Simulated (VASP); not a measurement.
# Ca (I4/mmm) in VASP: a series of runs

The runs below take Ca through single point, with PBEsol.

Program: VASP 6.6.1. These are calculated values, not measurements. Logs are shortened: lines on timing, memory, paths and dates and some standing lists are left out, and cuts for length are marked.

## Step 1: The cell of the first run

The structure is tetragonal, space group I4/mmm (No. 139). Conventional cell: a = 3.952 Å, b = 3.952 Å, c = 5.449 Å, α = 90.00°, β = 90.00°, γ = 90.00°. Ca (site symmetry 4/mmm) has 12 Ca at 3.90 to 3.95 Å within 5.1 Å.

## Step 2: Single point, PBEsol (strain -0.0250 x Voigt [1, 0, 0, 0, 0, 0])

Input file INCAR:

```
SYSTEM = Ca
ALGO = Fast ; EDIFF = 1E-6
ENCUT = 520 ; GGA = PS
ISIF = 2 ; ISMEAR = 0
LASPH = .True. ; LCHARG = .False.
LREAL = .False. ; LWAVE = .False.
NBANDS = 11 ; NELM = 100
PREC = Accurate ; SIGMA = 0.15
```

Input file KPOINTS:

```
k-points
0
Gamma
  14 14 14
  0 0 0
```

Input file POSCAR:

```
Ca
1.0
    0.0000000000      2.7942000000      2.7942000000
    2.7243450000      0.0000000000      2.7942000000
    2.7243450000      2.7942000000      0.0000000000
Ca
1
Direct
    0.0000000000      0.0000000000      0.0000000000
```

Potentials or basis: VASP PAW PBE potentials, release 64 (Ca_sv).

Run with:

```
$ cat potpaw_PBE.64/Ca_sv/POTCAR > POTCAR
$ mpirun -np 1 vasp_std > vasp.out
```

OUTCAR:

```text
SYSTEM = Ca
   EDIFF = 1E-6
   ENCUT = 520
   GGA = PS
   ISIF = 2
   ISMEAR = 0
   LASPH = .True.
   LREAL = .False.
   NELM = 100
   PREC = Accurate

 ion  position               nearest neighbor table
   1  0.000  0.000  0.000-

  LATTYP: Found a body centered tetragonal cell.
 ALAT       =     3.9515955360
 C/A-ratio  =     1.3788582233

  Lattice vectors:

 A1 = (  -2.7243450000,   0.0000000000,  -2.7942000000)
 A2 = (  -2.7243450000,   0.0000000000,   2.7942000000)
 A3 = (   2.7243450000,   2.7942000000,   0.0000000000)

Analysis of symmetry for initial positions (statically):
=====================================================================
 Subroutine PRICEL returns:
 Original cell was already a primitive cell.

 Routine SETGRP: Setting up the symmetry group for a
 body centered tetragonal supercell.

 Subroutine GETGRP returns: Found 16 space group operations
 (whereof 16 operations were pure point group operations)
 out of a pool of 16 trial point group operations.

The static configuration has the point symmetry D_4h.

Analysis of symmetry for dynamics (positions and initial velocities):
=====================================================================
 Subroutine PRICEL returns:
 Original cell was already a primitive cell.

 Routine SETGRP: Setting up the symmetry group for a
 body centered tetragonal supercell.

 Subroutine GETGRP returns: Found 16 space group operations
 (whereof 16 operations were pure point group operations)
 out of a pool of 16 trial point group operations.

The dynamic configuration has the point symmetry D_4h.

 Subroutine INISYM returns: Found 16 space group operations
 (whereof 16 operations are pure point group operations),
 and found     1 'primitive' translations

----------------------------------------------------------------------------------------

                                     Primitive cell

  volume of cell :      42.5409

  direct lattice vectors                    reciprocal lattice vectors
     0.000000000  2.794200000  2.794200000    -0.183530353  0.178942094  0.178942094
     2.724345000  0.000000000  2.794200000     0.183530353 -0.178942094  0.178942094
     2.724345000  2.794200000  0.000000000     0.183530353  0.178942094 -0.178942094

  length of vectors
     3.951595536  3.902513205  3.902513205     0.312608280  0.312608280  0.312608280

  position of ions in fractional coordinates (direct lattice)
     0.000000000  0.000000000  0.000000000

  ion indices of the primitive-cell ions
   primitive index   ion index
                 1           1

----------------------------------------------------------------------------------------

 KPOINTS: k-points

Automatic generation of k-mesh.
 Grid dimensions read from file:
 generate k-points for:   14   14   14

 Generating k-lattice:

  Cartesian coordinates                     Fractional coordinates (reciprocal lattice)
    -0.013109311  0.012781578  0.012781578     0.071428571  0.000000000  0.000000000
     0.013109311 -0.012781578  0.012781578     0.000000000  0.071428571  0.000000000
     0.013109311  0.012781578 -0.012781578     0.000000000  0.000000000  0.071428571

  Length of vectors
     0.022329163  0.022329163  0.022329163

  Shift w.r.t. Gamma in fractional coordinates (k-lattice)
     0.000000000  0.000000000  0.000000000

 Subroutine IBZKPT returns following result:
 ===========================================

 Found    244 irreducible k-points:

 Following reciprocal coordinates:
            Coordinates               Weight
  0.000000  0.000000  0.000000      1.000000
  0.071429 -0.000000 -0.000000      8.000000
  0.142857 -0.000000 -0.000000      8.000000
  0.214286 -0.000000 -0.000000      8.000000
  0.285714 -0.000000 -0.000000      8.000000
  0.357143 -0.000000 -0.000000      8.000000
[... 16 lines left out ...]
  0.214286  0.142857 -0.000000     16.000000
  0.285714  0.142857 -0.000000     16.000000
 [... further k-points ...]
   k-points           NKPTS =    244   k-points in BZ     NKDIM =    244   number of bands    NBANDS=     11
   number of dos      NEDOS =    301   number of ions     NIONS =      1
   total plane-waves  NPLWV =  27000
   dimension x,y,z NGX =    30 NGY =   30 NGZ =   30
   dimension x,y,z NGXF=    60 NGYF=   60 NGZF=   60
   ions per type =               1
   NGX,Y,Z   is equivalent  to a cutoff of  12.62, 12.78, 12.78 a.u.
   NGXF,Y,Z  is equivalent  to a cutoff of  25.24, 25.56, 25.56 a.u.
 SYSTEM =  Ca
   PREC   = accura    normal or accurate (medium, high low for compatibility)
   ISTART =      0    job   : 0-new  1-cont  2-samecut
   ICHARG =      2    charge: 1-file 2-atom 10-const
   ISPIN  =      1    spin polarized calculation?
   LNONCOLLINEAR =      F non collinear calculations
   LSORBIT =      F    spin-orbit coupling
   LASPH  =      T    aspherical Exc in radial PAW
   ENCUT  =  520.0 eV  38.22 Ry    6.18 a.u.   7.35  7.26  7.26*2*pi/ulx,y,z
   NELM   =    100;   NELMIN=  2; NELMDL= -5     # of ELM steps
   EDIFF  = 0.1E-05   stopping-criterion for ELM
   LREAL  =      F    real-space projection
   EDIFFG = 0.1E-04   stopping-criterion for IOM
   NSW    =      0    number of steps for IOM
   IBRION =     -1    ionic relax: 0-MD 1-quasi-New 2-CG
   NFREE  =      0    steps in history (QN), initial steepest desc. (CG)
   ISIF   =      2    stress and relaxation
   ISYM   =      2    0-nonsym 1-usesym 2-fastsym
   POTIM  = 0.5000    time-step for ionic-motion
   TEBEG  =    0.0;   TEEND  =   0.0 temperature during run
   PSTRESS=    0.0 pullay stress
   NELECT =      10.0000    total number of electrons
   NUPDOWN=      -1.0000    fix difference up-down
   EMIN   =  10.00;   EMAX   =-10.00  energy-range for DOS
   EFERMI =   0.00;   METHOD = LEGACY
   ISMEAR =     0;   SIGMA  =   0.15  broadening in eV -4-tet -1-fermi 0-gaus
   EFERMI_NEDOS =   21; number of points for ismear=-14 and -15
   IALGO  =     68    algorithm
   IMIX   =      4    mixing-type and parameters
     AMIX     =   0.40;   BMIX     =  1.00
     AMIX_MAG =   1.60;   BMIX_MAG =  1.00
  volume/ion in A,a.u.               =      42.54       287.08
  Fermi-wavevector in a.u.,A,eV,Ry     =   1.010351  1.909287 13.888964  1.020810
  Thomas-Fermi vector in A             =   2.143335
   LORBIT       =      0    0 simple, 1 ext, 2 COOP (PROOUT), +10 PAW based schemes
   GGA     = PS    functional components
   LHFCALC =     F    Hartree Fock is set to
   AEXX    =    0.0000 exact exchange contribution
   IVDW    =     0    specifies the selected vdW correction
   LEPSILON=     F    determine dielectric tensor
   LRPA    =     F    only Hartree local field effects (RPA)
 non-spin polarized calculation
 RMM-DIIS sequential band-by-band and
 Gauss-broadening in eV      SIGMA  =   0.15
  energy-cutoff  :      520.00
  volume of cell :       42.54
 maximum number of plane-waves:      1170
 NGX is ok and might be reduce to    30
   NGX = 15   NGY = 15   NGZ = 15

 number of electron      10.0000000 magnetization

 number of electron       9.9999998 magnetization

 Free energy of the ion-electron system (eV)
  ---------------------------------------------------
  ext. energy  EPLUGINS =         0.00000000
  ---------------------------------------------------
  free energy    TOTEN  =        -2.13673914 eV

  energy without entropy =       -2.12184682  energy(sigma->0) =       -2.12929298

 E-fermi :   1.8560     XC(G=0):  -7.7849

 val. band max:        1.8527086013   @ k =  -0.2143   0.4286   0.3571
 cond. band min:       1.8562367291   @ k =  -0.2143   0.4286   0.2857
 fundamental gap:      0.0035281278
 Fermi energy:         1.8560490630

 k-point     1 :       0.0000    0.0000    0.0000
  band No.  band energies     occupation
      1     -40.0039      2.00000
      2     -20.9972      2.00000
      3     -20.9972      2.00000
      4     -20.9951      2.00000
      5      -2.1603      2.00000
      6       4.1384      0.00000
      7       4.1384      0.00000
      8       4.2499      0.00000
      9       5.1675      0.00000
     10       5.3109      0.00000
     11      10.9584      0.00000

 k-point     2 :       0.0714   -0.0000   -0.0000
  band No.  band energies     occupation
      1     -40.0033      2.00000
      2     -21.0035      2.00000
      3     -20.9983      2.00000
      4     -20.9965      2.00000
      5      -2.0733      2.00000
      6       4.0684      0.00000
      7       4.1711      0.00000
      8       4.2599      0.00000
      9       5.1412      0.00000
     10       5.2788      0.00000
     11      11.0640      0.00000

 k-point     3 :       0.1429   -0.0000   -0.0000
  band No.  band energies     occupation
      1     -40.0014      2.00000
      2     -21.0226      2.00000
      3     -21.0013      2.00000
      4     -20.9989      2.00000
      5      -1.8167      2.00000
      6       3.8241      0.00000
      7       4.2427      0.00000
      8       4.3297      0.00000
      9       5.0996      0.00000
     10       5.2158      0.00000
     11      10.8705      0.00000

 k-point     4 :       0.2143   -0.0000   -0.0000
  band No.  band energies     occupation
      1     -39.9987      2.00000
      2     -21.0502      2.00000
      3     -21.0056      2.00000
      4     -21.0022      2.00000
      5      -1.4037      2.00000
      6       3.4671      0.00000
      7       4.2715      0.00000
      8       4.3802      0.00000
      9       5.1463      0.00000
     10       5.2183      0.00000
     11       9.7515      0.00000

 k-point     5 :       0.2857   -0.0000   -0.0000
  band No.  band energies     occupation
      1     -39.9957      2.00000
      2     -21.0806      2.00000
      3     -21.0104      2.00000
      4     -21.0059      2.00000
      5      -0.8580      2.00000
      6       3.0454      0.00000
      7       4.2063      0.00000
      8       4.3370      0.00000
      9       5.3440      0.00000
     10       5.3670      0.00000
     11       8.6847      0.00000
[... 211 lines left out ...]
 k-point    21 :      -0.0714    0.0714    0.0000
  band No.  band energies     occupation
      1     -40.0022      2.00000
      2     -21.0131      2.00000
      3     -21.0022      2.00000
      4     -20.9973      2.00000
      5      -1.9279      2.00000
      6       3.9457      0.00000
      7       4.2074      0.00000
      8       4.2954      0.00000
      9       5.0996      0.00000
     10       5.2442      0.00000
     11      11.1864      0.00000

 k-point    22 :       0.1429    0.1429    0.0000
  band No.  band energies     occupation
      1     -40.0006      2.00000
      2     -21.0223      2.00000
      3     -21.0056      2.00000
      4     -21.0049      2.00000
      5      -1.7112      2.00000
      6       3.7259      0.00000
      7       4.3397      0.00000
      8       4.4247      0.00000
      9       4.7526      0.00000
     10       5.3889      0.00000
     11      11.5001      0.00000

 k-point    23 :       0.2143    0.1429   -0.0000
  band No.  band energies     occupation
      1     -39.9987      2.00000
      2     -21.0398      2.00000
      3     -21.0098      2.00000
      4     -21.0091      2.00000
      5      -1.4119      2.00000
      6       3.5078      0.00000
      7       4.3493      0.00000
      8       4.4848      0.00000
      9       4.6875      0.00000
     10       5.4426      0.00000
     11      10.7423      0.00000

 k-point    24 :       0.2857    0.1429   -0.0000
  band No.  band energies     occupation
      1     -39.9961      2.00000
      2     -21.0641      2.00000
      3     -21.0147      2.00000
      4     -21.0136      2.00000
      5      -0.9658      2.00000
      6       3.2223      0.00000
      7       4.1107      0.00000
      8       4.5190      0.00000
      9       4.9215      0.00000
     10       5.5517      0.00000
     11       9.5373      0.00000

 [... further k-points ...]

------------------------ aborting loop because EDIFF is reached ----------------------------------------

  FORCE on cell =-STRESS in cart. coord.  units (eV):
  Direction    XX          YY          ZZ          XY          YZ          ZX
  --------------------------------------------------------------------------------------
  -------------------------------------------------------------------------------------
  Total       -0.1715479     -0.2168935     -0.2168935      0.0000000      0.0000000      0.0000000
  in kB       -6.4608393     -8.1686453     -8.1686453      0.0000000      0.0000000      0.0000000
  external PRESSURE =      -7.5993766 kB  Pullay stress =       0.0000000 kB

 VOLUME and BASIS-vectors are now :
 -----------------------------------------------------------------------------
  energy-cutoff  :      520.00
  volume of cell :       42.54
      direct lattice vectors                 reciprocal lattice vectors
     0.000000000  2.794200000  2.794200000    -0.183530353  0.178942094  0.178942094
     2.724345000  0.000000000  2.794200000     0.183530353 -0.178942094  0.178942094
     2.724345000  2.794200000  0.000000000     0.183530353  0.178942094 -0.178942094

 POSITION                                       TOTAL-FORCE (eV/Angst)
 -----------------------------------------------------------------------------------
      0.00000      0.00000      0.00000        -0.000000      0.000000     -0.000000
 -----------------------------------------------------------------------------------
    total drift:                               -0.000000     -0.000000      0.000000

  FREE ENERGIE OF THE ION-ELECTRON SYSTEM (eV)
  ---------------------------------------------------
  free  energy   TOTEN  =        -2.1367391411 eV

  energy  without entropy=       -2.1218468193  energy(sigma->0) =       -2.12929298
```

Wall time 1.7 min (1 thread of Intel Xeon Platinum 8488C (Sapphire Rapids), shared host); peak memory 0.25 GiB.

Results:

```
Free energy            : -2.1367 eV
Pressure               : -0.8 GPa
Band gap on the k mesh : zero (bands 5 and 6 overlap by 0.33 eV)
```

Stress tensor (GPa, compression positive):
```
-0.65  0.00  0.00
 0.00 -0.82  0.00
 0.00  0.00 -0.82
```

Levels at points of the mesh, in eV from the Fermi level:
| k point | band 2 | band 3 | band 4 | band 5 | band 6 | band 7 | band 8 | band 9 |
| --- | --- | --- | --- | --- | --- | --- | --- | --- |
| (0.00, 0.00, 0.00) | -22.85 | -22.85 | -22.85 | -4.02 | 2.28 | 2.28 | 2.39 | 3.31 |
| (0.50, 0.00, 0.00) | -22.99 | -22.87 | -22.87 | -1.00 | -0.16 | 2.14 | 2.28 | 4.04 |
| (0.50, 0.50, 0.00) | -22.98 | -22.90 | -22.90 | -0.48 | 0.59 | 0.87 | 4.06 | 4.20 |
| (0.00, 0.50, 0.50) | -22.98 | -22.91 | -22.91 | -0.40 | 0.54 | 1.12 | 4.06 | 4.25 |

Caveat: the cell differs from its parent crystal (strain -0.0250 x Voigt [1, 0, 0, 0, 0, 0]); the PAW data sets were made with another functional, which shifts forces and pressure a little.

(Part 1 of 2 ends here.)
